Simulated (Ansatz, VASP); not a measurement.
GaP in VASP and in Ansatz

INCAR

```
PREC = Accurate ; ENCUT = 520
EDIFF = 1E-7 ; ISMEAR = 0
SIGMA = 0.05 ; LREAL = False
LASPH = True ; NELM = 80
ALGO = Normal ; ISIF = 2
LWAVE = False ; LCHARG = False
GGA = PE ; NBANDS = 16
```

Contents of KPOINTS:

```
regular mesh
0
Gamma
  10 10 10
```

Contents of POSCAR:

```
GaP
1.0
    0.0000000000      2.8769570149      2.4454134627
    2.8769570149      0.0000000000      2.4454134627
    2.8769570149      2.8769570149      0.0000000000
Ga P
1 1
Direct
    0.0000000000      0.0000000000      0.0000000000
    0.7500000000      0.7500000000      0.7500000000
```

Input for Ansatz:

```yaml
crystal:
  lattice:
    - [0.0, 2.8769570149, 2.4454134627]
    - [2.8769570149, 0.0, 2.4454134627]
    - [2.8769570149, 2.8769570149, 0.0]
  atoms:
    - { symbol: Ga, position: [0.0, 0.0, 0.0] }
    - { symbol: P, position: [0.75, 0.75, 0.75] }
basis:
  ecutwfc: 420
kpoints:
  mp_grid: { grid: [10, 10, 10] }
hamiltonian:
  xc: pbe
scf:
  occupations: { method: gaussian, width: 0.05 }
output:
  forces: true
  stress: true
  eigenvalues: true
  write_density: true
  write_potential: true
  elf: true
  volumetric_format: npy
```

Alike in both runs: task single point; functional PBE; k mesh 10 × 10 × 10; occupations gaussian, width 0.05 eV; no spin polarisation.

|  | VASP | Ansatz |
| --- | --- | --- |
| version | VASP 6.6.1 | Ansatz 0.2.0 |
| potentials or method | VASP PAW PBE potentials, release 64 (Ga_d, P), cutoff 520 eV | scalar-relativistic, plane waves, PAW |
| valence electrons in the cell | 18 | 18 |

```tsv
	VASP	Ansatz	Ansatz less VASP
gap on the k mesh at the Fermi level (eV)	0.18	0.18	+0.001
least direct gap on the mesh (eV)	1.20	1.20	+0.001
pressure (GPa)	1.8	1.9	+0.01
traceless stress, the component that is largest in VASP (GPa)	5.70	5.70	-0.008
```
